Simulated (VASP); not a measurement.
Wanted: the native input for a VASP 6.6.1 run.

```
Task                   : single point
Functional             : PBEsol
Potentials or basis    : VASP PAW PBE potentials, release 64 (Ti_sv, Al)
Cutoff                 : 520 eV
k mesh                 : 24 × 24 × 14
Occupations            : gaussian, width 0.15 eV
Spin                   : no spin polarisation
Dipole correction      : no
Further INCAR settings : ALGO = Fast; EDIFF = 1e-06; NBANDS = 14
```

The structure of TiAl lies in POSCAR:

```
TiAl
1.0
    2.7339084333      0.0000000000      0.0000000000
   -1.3669542166      2.3676341549      0.0000000000
    0.0000000000      0.0000000000      4.2503491602
Ti Al
1 1
Direct
    0.0000000000      0.0000000000      0.0000000000
    0.3333333333      0.6666666667      0.5000000000
```

This cell differs from its parent crystal: strain -0.040 along x and y, -0.080 along z.

The input as run:

INCAR

```
SYSTEM = TiAl
PREC = Accurate
ENCUT = 520
EDIFF = 1E-6
ISMEAR = 0
SIGMA = 0.15
LREAL = .False.
LASPH = .True.
NELM = 60
ALGO = Fast
ISIF = 2
LWAVE = .False.
LCHARG = .True.
GGA = PS
LELF = .True.
LVHAR = .True.
NBANDS = 14
```

KPOINTS

```
regular mesh
0
Gamma
  24 24 14
  0 0 0
```

Potentials or basis: VASP PAW PBE potentials, release 64 (Ti_sv, Al).

Run with:

```sh
$ cat potpaw_PBE.64/Ti_sv/POTCAR potpaw_PBE.64/Al/POTCAR > POTCAR
$ mpirun -np 1 vasp_std > vasp.out
```

It gave:

```yaml
Pressure: 26.4 GPa
Band_gap_on_the_k_mesh: zero (an odd number of electrons rules out a gap without spin polarisation)
```

Caveat: the cell differs from its parent crystal (strain -0.040 along x and y, -0.080 along z); the stress differs along the axes, from 22 to 36 GPa; the PAW data sets were made with another functional, which shifts forces and pressure a little.

Run time: 120 s on 1 thread of Intel(R) Xeon(R) 6975P-C (Granite Rapids) (shared host), peak memory 0.29 GiB.
